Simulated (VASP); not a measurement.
# Os (Fm-3m) in VASP: notebook

The runs below take Os through single point, relaxation of cell and atoms, with PBE+D3(BJ).

All numbers are computed with VASP 6.6.1; they aren't measurements. Logs are shortened: lines on timing, memory, paths and dates and some standing lists are left out, and cuts for length are marked.

### Step 1. The cell of the first run

Symmetry: Fm-3m, No. 225, cubic system. Conventional cell: a = 3.826 Å, b = 3.826 Å, c = 3.826 Å, α = 90.00°, β = 90.00°, γ = 90.00°. Os (site symmetry m-3m) has 12 Os at 2.71 Å within 3.6 Å.

This isn't the form of Os at room conditions, which is hcp.

### Step 2. Single point, PBE+D3(BJ)

The input, INCAR:

```
  ALGO = Normal
  EDIFF = 1E-6
  ENCUT = 600
  GGA = PE
  GGA_COMPAT = F
  ISIF = 2
  ISMEAR = 0
  IVDW = 12
  LASPH = T
  LCHARG = F
  LREAL = F
  LWAVE = F
  NBANDS = 10
  NELM = 120
  PREC = Accurate
  SIGMA = 0.1
```

The input, KPOINTS:

```
k-points
0
Gamma
  8 8 8
```

The input, POSCAR:

```
Os
1.0
    0.0000000000      1.9129311828      1.9129311828
    1.9129311828      0.0000000000      1.9129311828
    1.9129311828      1.9129311828      0.0000000000
Os
1
Direct
    0.0000000000      0.0000000000      0.0000000000
```

Potentials or basis: VASP PAW PBE potentials, release 64 (Os).

Command:

```sh
$ cat potpaw_PBE.64/Os/POTCAR > POTCAR
$ mpirun -np 1 vasp_std > vasp.out
```

OUTCAR:

```text
EDIFF = 1E-6
   ENCUT = 600
   GGA = PE
   ISIF = 2
   ISMEAR = 0
   IVDW = 12
   LASPH = T
   LREAL = F
   NELM = 120
   PREC = Accurate
 IVDW          = 12

 ion  position               nearest neighbor table
   1  0.000  0.000  0.000-

  LATTYP: Found a face centered cubic cell.
 ALAT       =     3.8258623656

  Lattice vectors:

 A1 = (   0.0000000000,   1.9129311828,   1.9129311828)
 A2 = (   1.9129311828,   0.0000000000,   1.9129311828)
 A3 = (   1.9129311828,   1.9129311828,   0.0000000000)

Analysis of symmetry for initial positions (statically):
=====================================================================
 Subroutine PRICEL returns:
 Original cell was already a primitive cell.

 Routine SETGRP: Setting up the symmetry group for a
 face centered cubic supercell.

 Subroutine GETGRP returns: Found 48 space group operations
 (whereof 48 operations were pure point group operations)
 out of a pool of 48 trial point group operations.

The static configuration has the point symmetry O_h .

Analysis of symmetry for dynamics (positions and initial velocities):
=====================================================================
 Subroutine PRICEL returns:
 Original cell was already a primitive cell.

 Routine SETGRP: Setting up the symmetry group for a
 face centered cubic supercell.

 Subroutine GETGRP returns: Found 48 space group operations
 (whereof 48 operations were pure point group operations)
 out of a pool of 48 trial point group operations.

The dynamic configuration has the point symmetry O_h .

 Subroutine INISYM returns: Found 48 space group operations
 (whereof 48 operations are pure point group operations),
 and found     1 'primitive' translations

----------------------------------------------------------------------------------------

                                     Primitive cell

  volume of cell :      14.0000

  direct lattice vectors                    reciprocal lattice vectors
     0.000000000  1.912931183  1.912931183    -0.261378979  0.261378979  0.261378979
     1.912931183  0.000000000  1.912931183     0.261378979 -0.261378979  0.261378979
     1.912931183  1.912931183  0.000000000     0.261378979  0.261378979 -0.261378979

  length of vectors
     2.705293223  2.705293223  2.705293223     0.452721672  0.452721672  0.452721672

  position of ions in fractional coordinates (direct lattice)
     0.000000000  0.000000000  0.000000000

  ion indices of the primitive-cell ions
   primitive index   ion index
                 1           1

----------------------------------------------------------------------------------------

 KPOINTS: k-points
[... 78 lines left out ...]
   PSTRESS=    0.0 pullay stress
   NELECT =       8.0000    total number of electrons
   NUPDOWN=      -1.0000    fix difference up-down
   EMIN   =  10.00;   EMAX   =-10.00  energy-range for DOS
   EFERMI =   0.00;   METHOD = LEGACY
   ISMEAR =     0;   SIGMA  =   0.10  broadening in eV -4-tet -1-fermi 0-gaus
   EFERMI_NEDOS =   21; number of points for ismear=-14 and -15
   IALGO  =     38    algorithm
   IMIX   =      4    mixing-type and parameters
     AMIX     =   0.40;   BMIX     =  1.00
     AMIX_MAG =   1.60;   BMIX_MAG =  1.00
  volume/ion in A,a.u.               =      14.00        94.48
  Fermi-wavevector in a.u.,A,eV,Ry     =   1.358508  2.567208 25.110144  1.845544
  Thomas-Fermi vector in A             =   2.485335
   LORBIT       =      0    0 simple, 1 ext, 2 COOP (PROOUT), +10 PAW based schemes
   GGA     = PE    functional components
   LHFCALC =     F    Hartree Fock is set to
   AEXX    =    0.0000 exact exchange contribution
   IVDW    =    12    specifies the selected vdW correction
   LEPSILON=     F    determine dielectric tensor
   LRPA    =     F    only Hartree local field effects (RPA)
 non-spin polarized calculation
 Gauss-broadening in eV      SIGMA  =   0.10
  energy-cutoff  :      600.00
  volume of cell :       14.00
 maximum number of plane-waves:       489
 NGX is ok and might be reduce to    24
   NGX = 11   NGY = 11   NGZ = 11

 number of electron       8.0000000 magnetization

 Free energy of the ion-electron system (eV)
  ---------------------------------------------------
  ext. energy  EPLUGINS =         0.00000000
  ---------------------------------------------------
  free energy    TOTEN  =       -11.11720561 eV

  energy without entropy =      -11.10923940  energy(sigma->0) =      -11.11322250

 E-fermi :   9.1304     XC(G=0): -14.0533

 val. band max:        9.1137635000   @ k =   0.5000   0.0000   0.0000
 cond. band min:       9.1677309679   @ k =  -0.2500   0.2500   0.0000
 fundamental gap:      0.0539674680
 Fermi energy:         9.1303686100

 k-point     1 :       0.0000    0.0000    0.0000
  band No.  band energies     occupation
      1      -1.4808      2.00000
      2       6.3374      2.00000
      3       6.3374      2.00000
      4       6.3374      2.00000
      5       9.3779      0.00046
      6       9.3779      0.00046
      7      23.6059      0.00000
      8      29.3995      0.00000
      9      29.3995      0.00000
     10      29.3995      0.00000
[... 287 lines left out ...]
 k-point    24 :      -0.3750    0.2500    0.1250
  band No.  band energies     occupation
      1       3.2462      2.00000
      2       4.6779      2.00000
      3       6.5096      2.00000
      4       7.7279      2.00000
      5      11.4009      0.00000
      6      15.8034      0.00000
      7      17.5046      0.00000
      8      25.8623      0.00000
      9      26.5721      0.00000
     10      29.8142      0.00000

 [... further k-points ...]

------------------------ aborting loop because EDIFF is reached ----------------------------------------

 Edisp (eV)   -0.65376

 E8    (eV) :    -0.3213

  FORCE on cell =-STRESS in cart. coord.  units (eV):
  Direction    XX          YY          ZZ          XY          YZ          ZX
  --------------------------------------------------------------------------------------
  -------------------------------------------------------------------------------------
  Total       0.18811     0.18811     0.18811     0.00000     0.00000     0.00000
  in kB      21.52698    21.52698    21.52698     0.00000     0.00000     0.00000
  external pressure =       21.53 kB  Pullay stress =        0.00 kB

 VOLUME and BASIS-vectors are now :
 -----------------------------------------------------------------------------
  energy-cutoff  :      600.00
  volume of cell :       14.00
      direct lattice vectors                 reciprocal lattice vectors
     0.000000000  1.912931183  1.912931183    -0.261378979  0.261378979  0.261378979
     1.912931183  0.000000000  1.912931183     0.261378979 -0.261378979  0.261378979
     1.912931183  1.912931183  0.000000000     0.261378979  0.261378979 -0.261378979

 POSITION                                       TOTAL-FORCE (eV/Angst)
 -----------------------------------------------------------------------------------
      0.00000      0.00000      0.00000        -0.000000     -0.000000      0.000000
 -----------------------------------------------------------------------------------
    total drift:                                0.000000      0.000000     -0.000000

  FREE ENERGIE OF THE ION-ELECTRON SYSTEM (eV)
  ---------------------------------------------------
  free  energy   TOTEN  =       -11.7709678559 eV

  energy  without entropy=      -11.7630016458  energy(sigma->0) =      -11.76698475
```

stdout:

```text
POSCAR found type information on POSCAR Os
 POSCAR found :  1 types and       1 ions
 scaLAPACK will be used
 LDA part: xc-table for (Slater+PW92), standard interpolation
 POSCAR, INCAR and KPOINTS ok, starting setup
 FFT: planning ... GRIDC
 FFT: planning ... GRID_SOFT
 FFT: planning ... GRID
 WAVECAR not read
 entering main loop
```

It took 5.6 s on 1 thread of Intel Xeon Platinum 8259CL at 2.50GHz (Skylake/Cascade Lake), shared host; peak memory 0.15 GiB.

What came out:

```
Free energy                : -11.7710 eV
Pressure                   : 2.2 GPa
Band gap on the k mesh     : zero (bands 4 and 5 overlap by 3.34 eV)
Dispersion energy per atom : -0.654 eV
```

Levels at points of the mesh, in eV from the Fermi level:
```tsv
k point	band 1	band 2	band 3	band 4	band 5	band 6	band 7	band 8
(0.00, 0.00, 0.00)	-10.61	-2.79	-2.79	-2.79	0.25	0.25	14.48	20.27
(0.50, 0.00, 0.00)	-7.49	-2.96	-2.96	-0.02	2.67	2.67	9.23	14.00
(0.50, 0.50, 0.00)	-7.40	-6.67	2.58	2.62	3.36	3.36	12.49	12.49
```

Caveat: spin-orbit coupling is left out, which moves the levels of the heavy elements.

### Step 3. Single point, PBE+D3(BJ)

This run uses another cell than the first one, of 14.07 Å³/atom.

The input, INCAR:

```
ALGO = Normal
EDIFF = 1E-6
ENCUT = 600
GGA = PE
GGA_COMPAT = F
ISIF = 2
ISMEAR = 0
IVDW = 12
LASPH = T
LCHARG = T
LELF = T
LREAL = F
LVHAR = T
LWAVE = F
NBANDS = 10
NELM = 120
PREC = Accurate
SIGMA = 0.1
```

The input, KPOINTS:

```
k-points
0
Gamma
  18 18 18
```

The input, POSCAR:

```
Os
1.0
    0.0000000000      1.9158990442      1.9158990442
    1.9158990442      0.0000000000      1.9158990442
    1.9158990442      1.9158990442      0.0000000000
Os
1
Direct
    0.0000000000      0.0000000000      0.0000000000
```

Potentials or basis: VASP PAW PBE potentials, release 64 (Os).

Command:

```sh
$ cat potpaw_PBE.64/Os/POTCAR > POTCAR
$ mpirun -np 1 vasp_std > vasp.out
```

Run time: 22 s. Hardware: 1 thread of Intel Xeon Platinum 8259CL at 2.50GHz (Skylake/Cascade Lake), shared host; peak memory 0.18 GiB.

The run converged. Its results:

- Free energy: -11.7604 eV
- Pressure: 0.2 GPa
- Band gap on the k mesh: zero (bands 4 and 5 overlap by 3.80 eV)
- Dispersion energy per atom: -0.651 eV

Levels at points of the mesh, in eV from the Fermi level:
```tsv
k point	band 1	band 2	band 3	band 4	band 5	band 6	band 7	band 8
(0.00, 0.00, 0.00)	-10.74	-2.94	-2.94	-2.94	0.09	0.09	14.29	20.08
(0.50, 0.00, 0.00)	-7.62	-3.10	-3.10	-0.18	2.49	2.49	9.00	13.82
(0.50, 0.50, 0.00)	-7.52	-6.80	2.39	2.45	3.17	3.17	12.27	12.29
```

Caveat: spin-orbit coupling is left out, which moves the levels of the heavy elements.

### Step 4. Relaxation of cell and atoms, PBE+D3(BJ)

The input, INCAR:

```
PREC = Accurate ; ENCUT = 600
EDIFF = 1E-7 ; ISMEAR = 0
SIGMA = 0.1 ; LREAL = False
LASPH = True ; NELM = 120
ALGO = Normal ; ISIF = 3
LWAVE = False ; LCHARG = False
GGA = PE ; IVDW = 12
IBRION = 2 ; NSW = 100
EDIFFG = -0.002 ; GGA_COMPAT = False
NELMIN = 4
```

The input, KPOINTS:

```
regular mesh
0
Gamma
  18 18 18
```

The input, POSCAR:

```
Os
1.0
    0.0000000000      1.9129311828      1.9129311828
    1.9129311828      0.0000000000      1.9129311828
    1.9129311828      1.9129311828      0.0000000000
Os
1
Direct
    0.0000000000      0.0000000000      0.0000000000
```

Command:

```sh
$ cat potpaw_PBE.64/Os/POTCAR > POTCAR
$ mpirun -np 1 vasp_std > vasp.out
```

Run time: 46 s. Hardware: 1 thread of Intel Xeon Platinum 8259CL at 2.50GHz (Skylake/Cascade Lake), shared host; peak memory 0.18 GiB.

Results (log left out):

| Item | Value |
| --- | --- |
| Free energy | -11.7603 eV |
| Relaxed volume | 14.07 Å³/atom |
| Relaxed cell | a = 2.710 Å, b = 2.710 Å, c = 2.710 Å, α = 60.00°, β = 60.00°, γ = 60.00° |
| Space group after relaxing (to 0.1 Å) | Fm-3m (No. 225) |
| Energy gained by relaxing | 0.5 meV/atom |
| Ionic steps | 3 |
| Pressure after relaxing | 0.0 GPa |
| Band gap on the k mesh | zero (bands 4 and 5 overlap by 3.80 eV) |
| Dispersion energy per atom | -0.650 eV |

The path:
| step | energy change (eV) | largest force (eV/Å) | pressure (GPa) | volume (Å³) |
| --- | --- | --- | --- | --- |
| 1 | 0.0000 | 0.0000 | 2.17 | 14.00 |
| 2 | 0.0085 | 0.0000 | -8.86 | 14.39 |
| 3 | -0.0005 | 0.0000 | 0.00 | 14.07 |

Final structure:
```
Os
1.0
     0.00000    1.91618    1.91618
     1.91618    0.00000    1.91618
     1.91618    1.91618    0.00000
Os
1
Direct
  0.00000 0.00000 0.00000
```

Levels at points of the mesh, in eV from the Fermi level:
```tsv
k point	band 1	band 2	band 3	band 4	band 5	band 6	band 7	band 8
(0.00, 0.00, 0.00)	-10.74	-2.94	-2.94	-2.94	0.09	0.09	14.29	20.08
(0.50, 0.00, 0.00)	-7.62	-3.10	-3.10	-0.18	2.49	2.49	8.99	13.82
(0.50, 0.50, 0.00)	-7.51	-6.80	2.39	2.44	3.17	3.17	12.26	12.29
```

Caveat: spin-orbit coupling is left out, which moves the levels of the heavy elements.

### Step 5. Summary

| task | cell | k mesh | gap on the mesh (eV) | pressure (GPa) |
| --- | --- | --- | --- | --- |
| single point | a = 2.705 Å, angles 60.0°, 1 atom | 8 × 8 × 8 | none | 2.2 |
| single point | a = 2.709 Å, angles 60.0°, 1 atom | 18 × 18 × 18 | none | 0.2 |
| relaxation of cell and atoms | relaxed from a = 2.705 Å, angles 60.0°, 1 atom | 18 × 18 × 18 | none | 0.0 |

Alike in all rows: level PBE+D3(BJ); potentials or basis VASP PAW PBE potentials, release 64 (Os); no spin polarisation; cutoff (eV) 600; smearing gaussian 0.1 eV.

Caveats: spin-orbit coupling is left out, which moves the levels of the heavy elements.

Total energies depend on the potentials used, so only differences within one code and one set of settings carry meaning.

The gap in the log of VASP goes by the Fermi energy; the results here count the filled bands.